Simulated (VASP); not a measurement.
# Zr (P6_3/mmc) in VASP: a series of runs

Zr is run at these levels: PBE; tasks: relaxation of cell and atoms, single point.

Program: VASP 6.6.1. These are calculated values, not measurements. Logs are shortened: lines on timing, memory, paths and dates and some standing lists are left out, and cuts for length are marked.

**1. The cell of the first run**

The structure is hexagonal, space group P6_3/mmc (No. 194). The conventional cell has a = 3.210 Å, b = 3.210 Å, c = 5.146 Å, α = 90.00°, β = 90.00°, γ = 120.00°. Zr (site symmetry -6m2) has 12 Zr at 3.17 to 3.21 Å within 4.2 Å.

**2. Relaxation of cell and atoms, PBE, target pressure 1.8 GPa, at which the enthalpy is minimised**

INCAR reads:

```
  PREC = Accurate
  ENCUT = 600
  EDIFF = 1E-7
  ISMEAR = -1
  SIGMA = 0.05
  LREAL = False
  LASPH = True
  NELM = 80
  ALGO = Normal
  ISIF = 3
  LWAVE = False
  LCHARG = False
  GGA = PE
  IBRION = 2
  NSW = 32
  EDIFFG = -0.005
  PSTRESS = 18.0
```

KPOINTS reads:

```
Automatic mesh
0
Gamma
  14 14 8
```

POSCAR reads:

```
Zr
1.0
    3.2097443663      0.0000000000      0.0000000000
   -1.6048721832      2.7797201609      0.0000000000
    0.0000000000      0.0000000000      5.1462781301
Zr
2
Direct
    0.3333333333      0.6666666667      0.2500000000
    0.6666666667      0.3333333333      0.7500000000
```

Potentials or basis: VASP PAW PBE potentials, release 64 (Zr_sv).

On the command line:

```sh
> cat potpaw_PBE.64/Zr_sv/POTCAR > POTCAR
> mpirun -np 1 vasp_std > vasp.out
```

OUTCAR:

```text
PREC = Accurate
   ENCUT = 600
   EDIFF = 1E-7
   ISMEAR = -1
   LREAL = False
   LASPH = True
   NELM = 80
   ISIF = 3
   GGA = PE
   IBRION = 2
   NSW = 32
   EDIFFG = -0.005
   PSTRESS = 18.0

 ion  position               nearest neighbor table
   1  0.333  0.667  0.250-   2 3.17   2 3.17   2 3.17   2 3.17   2 3.17   2 3.17
   2  0.667  0.333  0.750-   1 3.17   1 3.17   1 3.17   1 3.17   1 3.17   1 3.17

  LATTYP: Found a hexagonal cell.
 ALAT       =     3.2097443663
 C/A-ratio  =     1.6033295935

  Lattice vectors:

 A1 = (   3.2097443663,   0.0000000000,   0.0000000000)
 A2 = (  -1.6048721832,   2.7797201609,   0.0000000000)
 A3 = (   0.0000000000,   0.0000000000,   5.1462781301)

Analysis of symmetry for initial positions (statically):
=====================================================================
 Subroutine PRICEL returns:
 Original cell was already a primitive cell.

 Routine SETGRP: Setting up the symmetry group for a
 hexagonal supercell.

 Subroutine GETGRP returns: Found 24 space group operations
 (whereof 12 operations were pure point group operations)
 out of a pool of 24 trial point group operations.

The static configuration has the point symmetry D_3d.
 The point group associated with its full space group is D_6h.

Analysis of symmetry for dynamics (positions and initial velocities):
=====================================================================
 Subroutine PRICEL returns:
 Original cell was already a primitive cell.

 Routine SETGRP: Setting up the symmetry group for a
 hexagonal supercell.

 Subroutine GETGRP returns: Found 24 space group operations
 (whereof 12 operations were pure point group operations)
 out of a pool of 24 trial point group operations.

The dynamic configuration has the point symmetry D_3d.
 The point group associated with its full space group is D_6h.

 Subroutine INISYM returns: Found 24 space group operations
 (whereof 12 operations are pure point group operations),
 and found     1 'primitive' translations

----------------------------------------------------------------------------------------

                                     Primitive cell

  volume of cell :      45.9161

  direct lattice vectors                    reciprocal lattice vectors
     3.209744366  0.000000000  0.000000000     0.311551291  0.179874222  0.000000000
    -1.604872183  2.779720161  0.000000000     0.000000000  0.359748443  0.000000000
     0.000000000  0.000000000  5.146278130     0.000000000  0.000000000  0.194315188

  length of vectors
     3.209744366  3.209744366  5.146278130     0.359748443  0.359748443  0.194315188

  position of ions in fractional coordinates (direct lattice)
     0.333333333  0.666666667  0.250000000
     0.666666667  0.333333333  0.750000000

  ion indices of the primitive-cell ions
   primitive index   ion index
                 1           1
                 2           2

----------------------------------------------------------------------------------------

 KPOINTS: Automatic mesh

Automatic generation of k-mesh.
 Grid dimensions read from file:
 generate k-points for:   14   14    8

 Generating k-lattice:

  Cartesian coordinates                     Fractional coordinates (reciprocal lattice)
     0.022253664  0.012848159  0.000000000     0.071428571  0.000000000  0.000000000
     0.000000000  0.025696317  0.000000000     0.000000000  0.071428571  0.000000000
     0.000000000  0.000000000  0.024289398     0.000000000  0.000000000  0.125000000

  Length of vectors
     0.025696317  0.025696317  0.024289398

  Shift w.r.t. Gamma in fractional coordinates (k-lattice)
     0.000000000  0.000000000  0.000000000

 Subroutine IBZKPT returns following result:
 ===========================================

 Found    120 irreducible k-points:

 Following reciprocal coordinates:
            Coordinates               Weight
  0.000000  0.000000  0.000000      1.000000
  0.071429  0.000000  0.000000      6.000000
  0.142857  0.000000  0.000000      6.000000
  0.214286  0.000000  0.000000      6.000000
  0.285714  0.000000  0.000000      6.000000
  0.357143  0.000000  0.000000      6.000000
[... 16 lines left out ...]
  0.285714  0.285714  0.000000      6.000000
  0.357143  0.285714  0.000000      6.000000
 [... further k-points ...]
   k-points           NKPTS =    120   k-points in BZ     NKDIM =    120   number of bands    NBANDS=     16
   number of dos      NEDOS =    301   number of ions     NIONS =      2
   total plane-waves  NPLWV =  32928
   dimension x,y,z NGX =    28 NGY =   28 NGZ =   42
   dimension x,y,z NGXF=    56 NGYF=   56 NGZF=   84
   ions per type =               2
   NGX,Y,Z   is equivalent  to a cutoff of  14.50, 14.50, 13.57 a.u.
   NGXF,Y,Z  is equivalent  to a cutoff of  29.00, 29.00, 27.14 a.u.
 SYSTEM =  unknown system
   PREC   = accura    normal or accurate (medium, high low for compatibility)
   ISTART =      0    job   : 0-new  1-cont  2-samecut
   ICHARG =      2    charge: 1-file 2-atom 10-const
   ISPIN  =      1    spin polarized calculation?
   LNONCOLLINEAR =      F non collinear calculations
   LSORBIT =      F    spin-orbit coupling
   LASPH  =      T    aspherical Exc in radial PAW
   ENCUT  =  600.0 eV  44.10 Ry    6.64 a.u.   6.41  6.41 10.28*2*pi/ulx,y,z
   NELM   =     80;   NELMIN=  2; NELMDL= -5     # of ELM steps
   EDIFF  = 0.1E-06   stopping-criterion for ELM
   LREAL  =      F    real-space projection
   EDIFFG = -.5E-02   stopping-criterion for IOM
   NSW    =     32    number of steps for IOM
   IBRION =      2    ionic relax: 0-MD 1-quasi-New 2-CG
   NFREE  =      1    steps in history (QN), initial steepest desc. (CG)
   ISIF   =      3    stress and relaxation
   ISYM   =      2    0-nonsym 1-usesym 2-fastsym
   POTIM  = 0.5000    time-step for ionic-motion
   TEBEG  =    0.0;   TEEND  =   0.0 temperature during run
   PSTRESS=   18.0 pullay stress
   NELECT =      24.0000    total number of electrons
   NUPDOWN=      -1.0000    fix difference up-down
   EMIN   =  10.00;   EMAX   =-10.00  energy-range for DOS
   EFERMI =   0.00;   METHOD = LEGACY
   ISMEAR =    -1;   SIGMA  =   0.05  broadening in eV -4-tet -1-fermi 0-gaus
   EFERMI_NEDOS =   21; number of points for ismear=-14 and -15
   IALGO  =     38    algorithm
   IMIX   =      4    mixing-type and parameters
     AMIX     =   0.40;   BMIX     =  1.00
     AMIX_MAG =   1.60;   BMIX_MAG =  1.00
  volume/ion in A,a.u.               =      22.96       154.93
  Fermi-wavevector in a.u.,A,eV,Ry     =   1.318733  2.492045 23.661315  1.739058
  Thomas-Fermi vector in A             =   2.448682
   LORBIT       =      0    0 simple, 1 ext, 2 COOP (PROOUT), +10 PAW based schemes
   GGA     = PE    functional components
   LHFCALC =     F    Hartree Fock is set to
   AEXX    =    0.0000 exact exchange contribution
   IVDW    =     0    specifies the selected vdW correction
   LEPSILON=     F    determine dielectric tensor
   LRPA    =     F    only Hartree local field effects (RPA)
 conjugate gradient relaxation of ions
 non-spin polarized calculation
  energy-cutoff  :      600.00
  volume of cell :       45.92
 maximum number of plane-waves:      1554
 NGX is ok and might be reduce to    28
   NGX = 13   NGY = 13   NGZ = 21

 number of electron      24.0000000 magnetization

 Free energy of the ion-electron system (eV)
  ---------------------------------------------------
  ext. energy  EPLUGINS =         0.00000000
  ---------------------------------------------------
  free energy    TOTEN  =       -17.04362582 eV

  energy without entropy =      -17.02567561  energy(sigma->0) =      -17.03465071

 E-fermi :   9.1636     XC(G=0): -11.1457

 val. band max:        9.1635710455   @ k =   0.0000   0.0000   0.5000
 cond. band min:       9.1724463855   @ k =   0.3571   0.2143   0.2500
 fundamental gap:      0.0088753399
 Fermi energy:         9.1635785490

 k-point     1 :       0.0000    0.0000    0.0000
  band No.  band energies     occupation
      1     -39.6583      2.00000
      2     -39.4987      2.00000
      3     -18.1999      2.00000
      4     -17.2914      2.00000
      5     -17.2914      2.00000
      6     -17.1614      2.00000
[... 8 lines left out ...]
     15      10.7186      0.00000
     16      10.7186      0.00000

 k-point     2 :       0.0714    0.0000    0.0000
  band No.  band energies     occupation
      1     -39.6521      2.00000
      2     -39.4960      2.00000
      3     -18.1836      2.00000
      4     -17.3284      2.00000
      5     -17.3034      2.00000
      6     -17.1874      2.00000
[... 8 lines left out ...]
     15      10.5940      0.00000
     16      10.8462      0.00000

 k-point     3 :       0.1429    0.0000    0.0000
  band No.  band energies     occupation
      1     -39.6344      2.00000
      2     -39.4886      2.00000
      3     -18.1363      2.00000
      4     -17.4321      2.00000
      5     -17.3362      2.00000
      6     -17.2928      2.00000
[... 8 lines left out ...]
     15      10.8240      0.00000
     16      10.9087      0.00000

 k-point     4 :       0.2143    0.0000    0.0000
  band No.  band energies     occupation
      1     -39.6079      2.00000
      2     -39.4786      2.00000
      3     -18.0629      2.00000
      4     -17.5815      2.00000
      5     -17.4397      2.00000
      6     -17.3815      2.00000
[... 8 lines left out ...]
     15      10.5963      0.00000
     16      11.2067      0.00000

 k-point     5 :       0.2857    0.0000    0.0000
  band No.  band energies     occupation
      1     -39.5769      2.00000
      2     -39.4689      2.00000
      3     -17.9712      2.00000
      4     -17.7466      2.00000
      5     -17.5960      2.00000
      6     -17.4300      2.00000
[... 8 lines left out ...]
     15      10.3182      0.00000
     16      12.0492      0.00000

 k-point     6 :       0.3571    0.0000    0.0000
  band No.  band energies     occupation
      1     -39.5466      2.00000
      2     -39.4625      2.00000
      3     -17.8941      2.00000
      4     -17.8731      2.00000
      5     -17.7316      2.00000
      6     -17.4723      2.00000
[... 8 lines left out ...]
     15      10.1468      0.00000
     16      12.9886      0.00000

 k-point     7 :       0.4286    0.0000    0.0000
  band No.  band energies     occupation
      1     -39.5228      2.00000
      2     -39.4607      2.00000
      3     -17.9953      2.00000
      4     -17.8231      2.00000
      5     -17.7875      2.00000
      6     -17.5009      2.00000
[... 8 lines left out ...]
     15      10.4867      0.00000
     16      13.8357      0.00000

 k-point     8 :       0.5000    0.0000    0.0000
  band No.  band energies     occupation
      1     -39.5132      2.00000
      2     -39.4611      2.00000
      3     -18.0313      2.00000
      4     -17.8553      2.00000
      5     -17.7495      2.00000
      6     -17.5110      2.00000
[... 8 lines left out ...]
     15      10.6053      0.00000
     16      14.1645      0.00000

 k-point     9 :       0.0714    0.0714    0.0000
  band No.  band energies     occupation
      1     -39.6401      2.00000
      2     -39.4909      2.00000
      3     -18.1518      2.00000
      4     -17.3927      2.00000
      5     -17.3385      2.00000
      6     -17.2483      2.00000
[... 8 lines left out ...]
     15      10.6535      0.00000
     16      10.8352      0.00000
[... 172 lines left out ...]
 k-point    19 :       0.4286    0.1429    0.0000
  band No.  band energies     occupation
      1     -39.5040      2.00000
      2     -39.4621      2.00000
      3     -17.9896      2.00000
      4     -17.8167      2.00000
      5     -17.7124      2.00000
      6     -17.5883      2.00000
[... 8 lines left out ...]
     15      10.6877      0.00000
     16      13.6871      0.00000

 k-point    20 :       0.2143    0.2143    0.0000
  band No.  band energies     occupation
      1     -39.5382      2.00000
      2     -39.4613      2.00000
      3     -17.8452      2.00000
      4     -17.8096      2.00000
      5     -17.7715      2.00000
      6     -17.5030      2.00000
[... 8 lines left out ...]
     15      10.3152      0.00000
     16      12.0895      0.00000

 k-point    21 :       0.2857    0.2143    0.0000
  band No.  band energies     occupation
      1     -39.5138      2.00000
      2     -39.4607      2.00000
      3     -17.8917      2.00000
      4     -17.7913      2.00000
      5     -17.7541      2.00000
      6     -17.5829      2.00000
[... 8 lines left out ...]
     15      10.4397      0.00000
     16      12.6092      0.00000

 k-point    22 :       0.3571    0.2143    0.0000
  band No.  band energies     occupation
      1     -39.4968      2.00000
      2     -39.4637      2.00000
      3     -17.9379      2.00000
      4     -17.7791      2.00000
      5     -17.6815      2.00000
      6     -17.6509      2.00000
[... 8 lines left out ...]
     15      10.7492      0.00000
     16      13.2106      0.00000

 k-point    23 :       0.2857    0.2857    0.0000
  band No.  band energies     occupation
      1     -39.4940      2.00000
      2     -39.4645      2.00000
      3     -17.8979      2.00000
      4     -17.7811      2.00000
      5     -17.6687      2.00000
      6     -17.6582      2.00000
[... 8 lines left out ...]
     15      10.7643      0.00000
     16      12.9790      0.00000

 k-point    24 :       0.3571    0.2857    0.0000
  band No.  band energies     occupation
      1     -39.4829      2.00000
      2     -39.4699      2.00000
      3     -17.8985      2.00000
      4     -17.7343      2.00000
      5     -17.7242      2.00000
      6     -17.6125      2.00000
[... 8 lines left out ...]
     15      10.9196      0.00000
     16      13.3318      0.00000

 [... further k-points ...]

------------------------ aborting loop because EDIFF is reached ----------------------------------------

  FORCE on cell =-STRESS in cart. coord.  units (eV):
  Direction    XX          YY          ZZ          XY          YZ          ZX
  --------------------------------------------------------------------------------------
  -------------------------------------------------------------------------------------
  Total        0.5242646      0.5242646      0.5211405     -0.0000000     -0.0000000      0.0000000
  in kB       18.2934820     18.2934820     18.1844677     -0.0000000     -0.0000000      0.0000000
  external PRESSURE =       0.2571439 kB  Pullay stress =      18.0000000 kB

 VOLUME and BASIS-vectors are now :
 -----------------------------------------------------------------------------
  energy-cutoff  :      600.00
  volume of cell :       45.92
      direct lattice vectors                 reciprocal lattice vectors
     3.209744366  0.000000000  0.000000000     0.311551291  0.179874222  0.000000000
    -1.604872183  2.779720161  0.000000000     0.000000000  0.359748443  0.000000000
     0.000000000  0.000000000  5.146278130     0.000000000  0.000000000  0.194315188

 POSITION                                       TOTAL-FORCE (eV/Angst)
 -----------------------------------------------------------------------------------
     -0.00000      1.85315      1.28657        -0.000000      0.000000      0.000000
      1.60487      0.92657      3.85971         0.000000     -0.000000      0.000000
 -----------------------------------------------------------------------------------
    total drift:                               -0.000000      0.000000     -0.000000

  FREE ENERGIE OF THE ION-ELECTRON SYSTEM (eV)
  ---------------------------------------------------
  free  energy   TOTEN  =       -17.0436258154 eV

  energy  without entropy=      -17.0256756108  energy(sigma->0) =      -17.03465071

  enthalpy is  TOTEN    =       -16.5277719385 eV   P V=        0.5158538769

 reached required accuracy - stopping structural energy minimisation
```

Wall time 89 s (1 thread of Intel Xeon Platinum 8375C at 2.90GHz (Ice Lake), shared host); peak memory 0.23 GiB.

Results:

* Free energy: -17.0436 eV
* Pressure after relaxing: 1.8 GPa
* Band gap on the k mesh: zero (bands 12 and 13 overlap by 1.14 eV)

Final structure:
```
CELL_PARAMETERS angstrom
3.20974 0.00000 0.00000
-1.60487 2.77972 0.00000
0.00000 0.00000 5.14628
ATOMIC_POSITIONS crystal
Zr 0.33333 0.66667 0.25000
Zr 0.66667 0.33333 0.75000
```

Caveat: the cell is relaxed towards a set pressure, so the run minimises the enthalpy, not the energy.

**3. Single point, PBE (22.97 Å³/atom)**

INCAR reads:

```
  PREC = Accurate
  ENCUT = 520
  EDIFF = 1E-7
  ISMEAR = -1
  SIGMA = 0.05
  LREAL = F
  LASPH = T
  NELM = 80
  ALGO = Normal
  ISIF = 2
  LWAVE = F
  LCHARG = F
  GGA = PE
  NBANDS = 19
```

KPOINTS reads:

```
regular mesh
0
Gamma
  14 14 8
```

POSCAR reads:

```
Zr
1.0
    3.2123658828      0.0000000000      0.0000000000
   -1.6061829414      2.7819904608      0.0000000000
    0.0000000000      0.0000000000      5.1409693357
Zr
2
Direct
    0.3333333333      0.6666666667      0.2500000000
    0.6666666667      0.3333333333      0.7500000000
```

Potentials or basis: VASP PAW PBE potentials, release 64 (Zr_sv).

On the command line:

```sh
> cat potpaw_PBE.64/Zr_sv/POTCAR > POTCAR
> mpirun -np 1 vasp_std > vasp.out
```

Run time: 1.8 min. Hardware: 1 thread of AMD EPYC 7R13, shared host; peak memory 0.19 GiB.

Results (log left out):

- Free energy: -17.0438 eV
- Pressure: 1.8 GPa
- Band gap on the k mesh: zero (bands 12 and 13 overlap by 1.14 eV)

Stress tensor (GPa, compression positive):
```
1.71 0.00 0.00
0.00 1.71 0.00
0.00 0.00 1.87
```

Levels at points of the mesh, in eV from the Fermi level:
| k point | band 8 | band 9 | band 10 | band 11 | band 12 | band 13 | band 14 | band 15 | band 16 | band 17 |
| --- | --- | --- | --- | --- | --- | --- | --- | --- | --- | --- |
| (0.00, 0.00, 0.00) | -26.32 | -5.70 | -3.08 | 0.86 | 0.86 | 0.96 | 1.17 | 1.55 | 1.55 | 2.18 |
| (0.50, 0.00, 0.00) | -26.43 | -2.63 | -2.54 | -2.20 | -0.18 | 0.55 | 0.76 | 1.45 | 4.98 | 5.35 |
| (0.00, 0.00, 0.50) | -26.39 | -3.98 | -3.98 | 0.01 | 0.01 | 0.77 | 0.77 | 0.77 | 0.77 | 3.99 |
| (0.50, 0.00, 0.50) | -26.56 | -2.92 | -2.92 | -1.10 | -1.10 | 1.67 | 1.67 | 2.24 | 2.24 | 5.22 |

[end of part 1 of 2]
